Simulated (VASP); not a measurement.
# ZnS (F-43m) in VASP: a series of runs

The runs below take ZnS through relaxation of cell and atoms, with LDA.

All numbers are computed with VASP 6.6.1; they aren't measurements. Logs are shortened: lines on timing, memory, paths and dates and some standing lists are left out, and cuts for length are marked.

## Step 1: The cell of the first run

Symmetry: F-43m, No. 216, cubic system. Conventional cell: a = 5.297 Å, b = 5.297 Å, c = 5.297 Å, α = 90.00°, β = 90.00°, γ = 90.00°. Zn (site symmetry -43m) has 4 S at 2.29 Å within 3.0 Å. S (site symmetry -43m) has 4 Zn at 2.29 Å within 3.0 Å.

## Step 2: Relaxation of cell and atoms, LDA

Contents of INCAR:

```
SYSTEM = ZnS
PREC     = Accurate       ! precision mode
ENCUT    = 600            ! plane-wave cutoff, eV
EDIFF    = 1E-6           ! SCF threshold, eV
ISMEAR   = 0              ! smearing method
SIGMA    = 0.01           ! smearing width, eV
LREAL    = .FALSE.        ! projectors in reciprocal space
LASPH    = .TRUE.         ! aspherical terms in the spheres
NELM     = 60             ! most SCF steps
ALGO     = Normal         ! electronic algorithm
ISIF     = 3              ! what is computed and relaxed
LWAVE    = .FALSE.        ! write WAVECAR
LCHARG   = .FALSE.        ! write CHGCAR
GGA      = CA             ! functional
IBRION   = 2              ! ionic algorithm
NSW      = 80             ! ionic steps
EDIFFG   = -0.001         ! ionic threshold
```

Contents of KPOINTS:

```
regular mesh
0
G
  10 10 10
  0 0 0
```

Contents of POSCAR:

```
ZnS
1.0
    0.0000000000      2.6483447010      2.6483447010
    2.6483447010      0.0000000000      2.6483447010
    2.6483447010      2.6483447010      0.0000000000
Zn S
1 1
Direct
    0.0000000000      0.0000000000      0.0000000000
    0.7500000000      0.7500000000      0.7500000000
```

Potentials or basis: VASP PAW LDA potentials, release 64 (Zn, S).

Command:

```bash
cat potpaw_LDA.64/Zn/POTCAR potpaw_LDA.64/S/POTCAR > POTCAR
mpirun -np 1 vasp_std > vasp.out
```

OUTCAR:

```text
SYSTEM = ZnS
   PREC = Accurate
   ENCUT = 600
   EDIFF = 1E-6
   ISMEAR = 0
   LREAL = .FALSE.
   LASPH = .TRUE.
   NELM = 60
   ISIF = 3
   GGA = CA
   IBRION = 2
   NSW = 80
   EDIFFG = -0.001

 ion  position               nearest neighbor table
   1  0.000  0.000  0.000-   2 2.29   2 2.29   2 2.29   2 2.29
   2  0.750  0.750  0.750-   1 2.29   1 2.29   1 2.29   1 2.29

  LATTYP: Found a face centered cubic cell.
 ALAT       =     5.2966894020

  Lattice vectors:

 A1 = (   0.0000000000,   2.6483447010,   2.6483447010)
 A2 = (   2.6483447010,   0.0000000000,   2.6483447010)
 A3 = (   2.6483447010,   2.6483447010,   0.0000000000)

Analysis of symmetry for initial positions (statically):
=====================================================================
 Subroutine PRICEL returns:
 Original cell was already a primitive cell.

 Routine SETGRP: Setting up the symmetry group for a
 face centered cubic supercell.

 Subroutine GETGRP returns: Found 24 space group operations
 (whereof 24 operations were pure point group operations)
 out of a pool of 48 trial point group operations.

The static configuration has the point symmetry T_d .

Analysis of symmetry for dynamics (positions and initial velocities):
=====================================================================
 Subroutine PRICEL returns:
 Original cell was already a primitive cell.

 Routine SETGRP: Setting up the symmetry group for a
 face centered cubic supercell.

 Subroutine GETGRP returns: Found 24 space group operations
 (whereof 24 operations were pure point group operations)
 out of a pool of 48 trial point group operations.

The dynamic configuration has the point symmetry T_d .

 Subroutine INISYM returns: Found 24 space group operations
 (whereof 24 operations are pure point group operations),
 and found     1 'primitive' translations

----------------------------------------------------------------------------------------

                                     Primitive cell

  volume of cell :      37.1495

  direct lattice vectors                    reciprocal lattice vectors
     0.000000000  2.648344701  2.648344701    -0.188797176  0.188797176  0.188797176
     2.648344701  0.000000000  2.648344701     0.188797176 -0.188797176  0.188797176
     2.648344701  2.648344701  0.000000000     0.188797176  0.188797176 -0.188797176

  length of vectors
     3.745324994  3.745324994  3.745324994     0.327006301  0.327006301  0.327006301

  position of ions in fractional coordinates (direct lattice)
     0.000000000  0.000000000  0.000000000
     0.750000000  0.750000000  0.750000000

  ion indices of the primitive-cell ions
   primitive index   ion index
                 1           1
                 2           2

----------------------------------------------------------------------------------------

 KPOINTS: regular mesh

Automatic generation of k-mesh.
 Grid dimensions read from file:
 generate k-points for:   10   10   10

 Generating k-lattice:

  Cartesian coordinates                     Fractional coordinates (reciprocal lattice)
    -0.018879718  0.018879718  0.018879718     0.100000000  0.000000000  0.000000000
     0.018879718 -0.018879718  0.018879718     0.000000000  0.100000000  0.000000000
     0.018879718  0.018879718 -0.018879718     0.000000000  0.000000000  0.100000000

  Length of vectors
     0.032700630  0.032700630  0.032700630

  Shift w.r.t. Gamma in fractional coordinates (k-lattice)
     0.000000000  0.000000000  0.000000000

 Subroutine IBZKPT returns following result:
 ===========================================

 Found     47 irreducible k-points:

 Following reciprocal coordinates:
            Coordinates               Weight
  0.000000  0.000000  0.000000      1.000000
  0.100000  0.000000  0.000000      8.000000
  0.200000  0.000000  0.000000      8.000000
  0.300000  0.000000  0.000000      8.000000
  0.400000  0.000000  0.000000      8.000000
  0.500000  0.000000  0.000000      4.000000
[... 16 lines left out ...]
  0.300000  0.300000  0.000000      6.000000
  0.400000  0.300000  0.000000     24.000000
 [... further k-points ...]
   k-points           NKPTS =     47   k-points in BZ     NKDIM =     47   number of bands    NBANDS=     13
   number of dos      NEDOS =    301   number of ions     NIONS =      2
   total plane-waves  NPLWV =  27000
   dimension x,y,z NGX =    30 NGY =   30 NGZ =   30
   dimension x,y,z NGXF=    60 NGYF=   60 NGZF=   60
   ions per type =               1   1
   NGX,Y,Z   is equivalent  to a cutoff of  13.32, 13.32, 13.32 a.u.
   NGXF,Y,Z  is equivalent  to a cutoff of  26.63, 26.63, 26.63 a.u.
 SYSTEM =  ZnS
   PREC   = accura    normal or accurate (medium, high low for compatibility)
   ISTART =      0    job   : 0-new  1-cont  2-samecut
   ICHARG =      2    charge: 1-file 2-atom 10-const
   ISPIN  =      1    spin polarized calculation?
   LNONCOLLINEAR =      F non collinear calculations
   LSORBIT =      F    spin-orbit coupling
   LASPH  =      T    aspherical Exc in radial PAW
   ENCUT  =  600.0 eV  44.10 Ry    6.64 a.u.   7.48  7.48  7.48*2*pi/ulx,y,z
   NELM   =     60;   NELMIN=  2; NELMDL= -5     # of ELM steps
   EDIFF  = 0.1E-05   stopping-criterion for ELM
   LREAL  =      F    real-space projection
   EDIFFG = -.1E-02   stopping-criterion for IOM
   NSW    =     80    number of steps for IOM
   IBRION =      2    ionic relax: 0-MD 1-quasi-New 2-CG
   NFREE  =      1    steps in history (QN), initial steepest desc. (CG)
   ISIF   =      3    stress and relaxation
   ISYM   =      2    0-nonsym 1-usesym 2-fastsym
   POTIM  = 0.5000    time-step for ionic-motion
   TEBEG  =    0.0;   TEEND  =   0.0 temperature during run
   PSTRESS=    0.0 pullay stress
   NELECT =      18.0000    total number of electrons
   NUPDOWN=      -1.0000    fix difference up-down
   EMIN   =  10.00;   EMAX   =-10.00  energy-range for DOS
   EFERMI =   0.00;   METHOD = LEGACY
   ISMEAR =     0;   SIGMA  =   0.01  broadening in eV -4-tet -1-fermi 0-gaus
   EFERMI_NEDOS =   21; number of points for ismear=-14 and -15
   IALGO  =     38    algorithm
   IMIX   =      4    mixing-type and parameters
     AMIX     =   0.40;   BMIX     =  1.00
     AMIX_MAG =   1.60;   BMIX_MAG =  1.00
  volume/ion in A,a.u.               =      18.57       125.35
  Fermi-wavevector in a.u.,A,eV,Ry     =   1.285823  2.429853 22.495064  1.653341
  Thomas-Fermi vector in A             =   2.417934
   LORBIT       =      0    0 simple, 1 ext, 2 COOP (PROOUT), +10 PAW based schemes
   GGA     = CA    functional components
   LHFCALC =     F    Hartree Fock is set to
   AEXX    =    0.0000 exact exchange contribution
   IVDW    =     0    specifies the selected vdW correction
   LEPSILON=     F    determine dielectric tensor
   LRPA    =     F    only Hartree local field effects (RPA)
 conjugate gradient relaxation of ions
 non-spin polarized calculation
 Gauss-broadening in eV      SIGMA  =   0.01
  energy-cutoff  :      600.00
  volume of cell :       37.15
 maximum number of plane-waves:      1266
 NGX is ok and might be reduce to    30
   NGX = 15   NGY = 15   NGZ = 15

--------------------------------------- Ionic step        1  -------------------------------------------

 number of electron      17.9999987 magnetization

 Free energy of the ion-electron system (eV)
  ---------------------------------------------------
  ext. energy  EPLUGINS =         0.00000000
  ---------------------------------------------------
  free energy    TOTEN  =        -8.20805492 eV

  energy without entropy =       -8.20805492  energy(sigma->0) =       -8.20805492

------------------------ aborting loop because EDIFF is reached ----------------------------------------

  FORCE on cell =-STRESS in cart. coord.  units (eV):
  Direction    XX          YY          ZZ          XY          YZ          ZX
  --------------------------------------------------------------------------------------
  -------------------------------------------------------------------------------------
  Total        0.0634310      0.0634310      0.0634310      0.0000000      0.0000000     -0.0000000
  in kB        2.7356366      2.7356366      2.7356366      0.0000000      0.0000000     -0.0000000
  external PRESSURE =       2.7356366 kB  Pullay stress =       0.0000000 kB
[... 165 lines left out ...]
  energy  without entropy=       -8.2081396895  energy(sigma->0) =       -8.20813969

--------------------------------------- Ionic step        6  -------------------------------------------

 number of electron      17.9999988 magnetization

 Free energy of the ion-electron system (eV)
  ---------------------------------------------------
  ext. energy  EPLUGINS =         0.00000000
  ---------------------------------------------------
  free energy    TOTEN  =        -8.20813973 eV

  energy without entropy =       -8.20813973  energy(sigma->0) =       -8.20813973

 E-fermi :   2.5772     XC(G=0): -10.3039

 val. band max:        2.4857362786   @ k =   0.0000   0.0000   0.0000
 cond. band min:       4.6340796661   @ k =   0.0000   0.0000   0.0000
 fundamental gap:      2.1483433875
 Fermi energy:         2.5772111113

 k-point     1 :       0.0000    0.0000    0.0000
  band No.  band energies     occupation
      1     -11.0410      2.00000
      2      -4.2588      2.00000
      3      -4.2588      2.00000
      4      -4.2588      2.00000
      5      -3.7090      2.00000
      6      -3.7090      2.00000
      7       2.4857      2.00000
      8       2.4857      2.00000
      9       2.4857      2.00000
     10       4.6341      0.00000
     11       8.6972      0.00000
     12       8.6972      0.00000
     13       8.6972      0.00000
[... 353 lines left out ...]
 k-point    24 :       0.4000    0.3000    0.0000
  band No.  band energies     occupation
      1      -9.9463      2.00000
      2      -4.3090      2.00000
      3      -3.9875      2.00000
      4      -3.9801      2.00000
      5      -3.6872      2.00000
      6      -3.6432      2.00000
      7      -1.5063      2.00000
      8       0.2754      2.00000
      9       0.5120      2.00000
     10       6.2590      0.00000
     11       7.0914      0.00000
     12      11.2760      0.00000
     13      12.2534      0.00000

 [... further k-points ...]

------------------------ aborting loop because EDIFF is reached ----------------------------------------

  FORCE on cell =-STRESS in cart. coord.  units (eV):
  Direction    XX          YY          ZZ          XY          YZ          ZX
  --------------------------------------------------------------------------------------
  -------------------------------------------------------------------------------------
  Total        0.0002368      0.0002368      0.0002368     -0.0000000      0.0000000      0.0000000
  in kB        0.0101847      0.0101847      0.0101847     -0.0000000      0.0000000      0.0000000
  external PRESSURE =       0.0101847 kB  Pullay stress =       0.0000000 kB
[... 17 lines left out ...]
  FREE ENERGIE OF THE ION-ELECTRON SYSTEM (eV)
  ---------------------------------------------------
  free  energy   TOTEN  =        -8.2081397313 eV

  energy  without entropy=       -8.2081397313  energy(sigma->0) =       -8.20813973

 reached required accuracy - stopping structural energy minimisation
```

It took 1.7 min on 1 thread of Intel Xeon 8259CL, shared host; peak memory 0.17 GiB.

Results:

```yaml
Free_energy: -8.2081 eV
Relaxed_volume: 18.63 Å³/atom
Relaxed_cell: a = 3.749 Å, b = 3.749 Å, c = 3.749 Å, α = 60.00°, β = 60.00°, γ = 60.00°
Space_group_after_relaxing_to_0.1_Å: F-43m (No. 216)
Energy_gained_by_relaxing: 0.0 meV/atom
Ionic_steps: 6
Pressure_after_relaxing: 0.0 GPa
Band_gap_on_the_k_mesh: 2.15 eV
```

Final structure:
```cif
data_structure
_symmetry_space_group_name_H-M 'P 1'
_symmetry_Int_Tables_number 1
_cell_length_a 3.7487
_cell_length_b 3.7487
_cell_length_c 3.7487
_cell_angle_alpha 60.000
_cell_angle_beta 60.000
_cell_angle_gamma 60.000
_cell_volume 37.25
loop_
_atom_site_label
_atom_site_type_symbol
_atom_site_fract_x
_atom_site_fract_y
_atom_site_fract_z
_atom_site_occupancy
Zn1 Zn 0.00000 0.00000 0.00000 1
S1 S 0.75000 0.75000 0.75000 1
```

Levels at points of the mesh, in eV from the valence-band top:
| k point | band 6 | band 7 | band 8 | band 9 | band 10 | band 11 | band 12 | band 13 |
| --- | --- | --- | --- | --- | --- | --- | --- | --- |
| (0.00, 0.00, 0.00) | -6.19 | 0.00 | 0.00 | 0.00 | 2.15 | 6.21 | 6.21 | 6.21 |
| (0.50, 0.00, 0.00) | -5.97 | -5.76 | -0.96 | -0.96 | 3.23 | 6.76 | 6.76 | 8.84 |
| (0.50, 0.50, 0.00) | -5.95 | -4.90 | -2.46 | -2.46 | 3.06 | 3.89 | 11.14 | 12.18 |

## Step 3: Relaxation of cell and atoms, LDA, target pressure 16 GPa, at which the enthalpy is minimised

Contents of INCAR:

```
PREC = Accurate
ENCUT = 600
EDIFF = 1E-6
ISMEAR = 0
SIGMA = 0.01
LREAL = False
LASPH = True
NELM = 80
ALGO = Normal
ISIF = 3
LWAVE = False
LCHARG = False
GGA = CA
IBRION = 2
NSW = 80
EDIFFG = -0.001
PSTRESS = 160.0
```

Contents of KPOINTS:

```
regular mesh
0
Gamma
  10 10 10
```

POSCAR is that of step 2.

Potentials or basis: VASP PAW LDA potentials, release 64 (Zn, S).

Command:

```bash
cat potpaw_LDA.64/Zn/POTCAR potpaw_LDA.64/S/POTCAR > POTCAR
mpirun -np 1 vasp_std > vasp.out
```

Run time: 4.7 min. Hardware: 1 thread of Intel Xeon 8259CL, shared host; peak memory 0.17 GiB.

Results (log left out):

```
Free energy                                                : -7.9985 eV
Relaxed volume                                             : 16.25 Å³/atom
Relaxed cell                                               : a = 3.582 Å, b = 3.582 Å, c = 3.582 Å, α = 60.00°, β = 60.00°, γ = 60.00°
Space group after relaxing (to 0.1 Å)                      : F-43m (No. 216)
Energy change on relaxing (the run minimises the enthalpy) : +104.8 meV/atom
Ionic steps                                                : 17
Pressure after relaxing                                    : 16.0 GPa
Band gap on the k mesh                                     : 2.71 eV (least direct gap 2.79 eV)
```

The path:
```
step  energy change (eV)  largest force (eV/Å)  pressure (GPa)  volume (Å³)
   1              0.0000                0.0000            0.27        37.15
   2              0.9856                0.0000           44.55        28.18
   3              0.1963                0.0000           15.38        32.64
   4              0.2075                0.0000           15.90        32.52
   5              0.2164                0.0000           16.32        32.43
   6              0.2029                0.0000           15.68        32.57
   7              0.2096                0.0000           15.97        32.50
   8              0.2102                0.0000           16.02        32.49
   9              0.2099                0.0000           15.98        32.50
  10              0.2107                0.0000           16.10        32.49
  11              0.2101                0.0000           16.02        32.50
  12              0.2100                0.0000           15.99        32.50
  13              0.2100                0.0000           16.02        32.50
  14              0.2100                0.0000           16.01        32.50
  15              0.2100                0.0000           16.01        32.50
  16              0.2100                0.0000           16.02        32.50
  17              0.2095                0.0000           15.99        32.50
```

Final structure:
```
Zn S
1.0
     0.00000    2.53292    2.53292
     2.53292    0.00000    2.53292
     2.53292    2.53292    0.00000
Zn S
1 1
Direct
  0.00000 0.00000 0.00000
  0.75000 0.75000 0.75000
```

Levels at points of the mesh, in eV from the valence-band top:
```csv
k point,band 6,band 7,band 8,band 9,band 10,band 11,band 12,band 13
"(0.00, 0.00, 0.00)",-6.76,0.00,0.00,0.00,2.79,6.04,6.04,6.04
"(0.50, 0.00, 0.00)",-6.71,-6.42,-1.20,-1.20,3.47,6.61,6.61,9.25
"(0.50, 0.50, 0.00)",-6.47,-5.50,-3.04,-3.04,2.71,3.74,12.28,13.13
```

Caveat: the cell is relaxed towards a set pressure, so the run minimises the enthalpy, not the energy.
